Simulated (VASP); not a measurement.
Write the native input for VASP 6.6.1 that does the following.

```
Task                   : single point
Functional             : PBE
Dispersion             : D3(BJ)
Potentials or basis    : VASP PAW PBE potentials, release 64 (Mg, O)
Cutoff                 : 600 eV
k mesh                 : 8 × 8 × 8
Occupations            : gaussian, width 0.01 eV
Spin                   : no spin polarisation
Dipole correction      : no
Further INCAR settings : ALGO = Normal; EDIFF = 1e-06; NBANDS = 11
```

The structure of MgO (Periclase) lies in POSCAR:

```
MgO
1.0
    0.0000000000      2.1498536361      2.1498536361
    2.1498536361      0.0000000000      2.1498536361
    2.1498536361      2.1498536361      0.0000000000
Mg O
1 1
Direct
    0.0000000000      0.0000000000      0.0000000000
    0.5000000000      0.5000000000      0.5000000000
```

These files were run (other wordings do the same):

INCAR

```
SYSTEM = MgO
PREC     = Accurate       ! precision mode
ENCUT    = 600            ! plane-wave cutoff, eV
EDIFF    = 1E-6           ! SCF threshold, eV
ISMEAR   = 0              ! smearing method
SIGMA    = 0.01           ! smearing width, eV
LREAL    = .FALSE.        ! projectors in reciprocal space
LASPH    = .TRUE.         ! aspherical terms in the spheres
NELM     = 120            ! most SCF steps
ALGO     = Normal         ! electronic algorithm
ISIF     = 2              ! what is computed and relaxed
LWAVE    = .FALSE.        ! write WAVECAR
LCHARG   = .FALSE.        ! write CHGCAR
GGA      = PE             ! functional
IVDW     = 12             ! dispersion correction
NBANDS   = 11             ! bands
GGA_COMPAT= .FALSE.
```

KPOINTS

```
Automatic mesh
0
G
  8 8 8
  0 0 0
```

Potentials or basis: VASP PAW PBE potentials, release 64 (Mg, O).

Run with:

```sh
$ cat potpaw_PBE.64/Mg/POTCAR potpaw_PBE.64/O/POTCAR > POTCAR
$ mpirun -np 1 vasp_std > vasp.out
```

It gave:

| Property | Result |
| --- | --- |
| Pressure | -10.1 GPa |
| Band gap on the k mesh | 4.15 eV, direct |
| Dispersion energy per atom | -0.275 eV |

Caveat: three body term missing.

Wall time 17 s on 1 thread of AMD EPYC 7R13, on a shared host, peak memory 0.12 GiB.
